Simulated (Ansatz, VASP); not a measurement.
WC in VASP and in Ansatz

INCAR

```
  PREC = Accurate
  ENCUT = 520
  EDIFF = 1E-6
  ISMEAR = 0
  SIGMA = 0.020999999999999998
  LREAL = F
  LASPH = T
  NELM = 100
  ALGO = Normal
  ISIF = 2
  LWAVE = F
  LCHARG = F
  GGA = PE
  NBANDS = 16
```

The input KPOINTS:

```
Automatic mesh
0
Gamma
  10 10 9
```

Contents of POSCAR:

```
WC
1.0
    2.9065000000      0.0000000000      0.0000000000
   -1.4532500000      2.5171028361      0.0000000000
    0.0000000000      0.0000000000      2.8366000000
W C
1 1
Direct
    0.0000000000      0.0000000000      0.0000000000
    0.6666666667      0.3333333333      0.5000000000
```

The input input.yaml:

```yaml
crystal:
  lattice:
    - [2.9065, 0.0, 0.0]
    - [-1.45325, 2.5171028361, 0.0]
    - [0.0, 0.0, 2.8366]
  atoms:
    - { symbol: W, position: [0.0, 0.0, 0.0] }
    - { symbol: C, position: [0.6666666667, 0.3333333333, 0.5] }
hamiltonian:
  xc: pbe
  pseudopotentials: { kind: paw }
kpoints:
  mp_grid: { grid: [10, 10, 9] }
scf:
  occupations: { method: gaussian, width: 0.021 }
output:
  forces: true
  stress: true
  eigenvalues: true
```

Alike in both runs: task single point; functional PBE; k mesh 10 × 10 × 9; occupations gaussian, width 0.021 eV; no spin polarisation.

|  | VASP | Ansatz |
| --- | --- | --- |
| version | VASP 6.6.1 | Ansatz 0.2.0 |
| potentials or method | VASP PAW PBE potentials, release 64 (W_sv, C) | Ansatz PAW |
| plane-wave cutoff (eV) | 520 | 420 |
| valence electrons in the cell | 18 | 18 |

VASP gave:

| Quantity | Value |
| --- | --- |
| gap on the k mesh at the Fermi level (eV) | none |
| pressure (GPa) | 6.7 |
| traceless stress, the component that is largest in VASP (GPa) | -0.44 |

Q: Estimate Ansatz's values.

A: gap on the k mesh at the Fermi level (eV): none; pressure (GPa): 5.6; traceless stress, the component that is largest in VASP (GPa): -0.62.

A gap of «none» marks a metal or a gap that the smearing closes. With one functional, cell and mesh, what is left measures potentials, basis and numerics.

Neither program's run includes spin-orbit coupling.
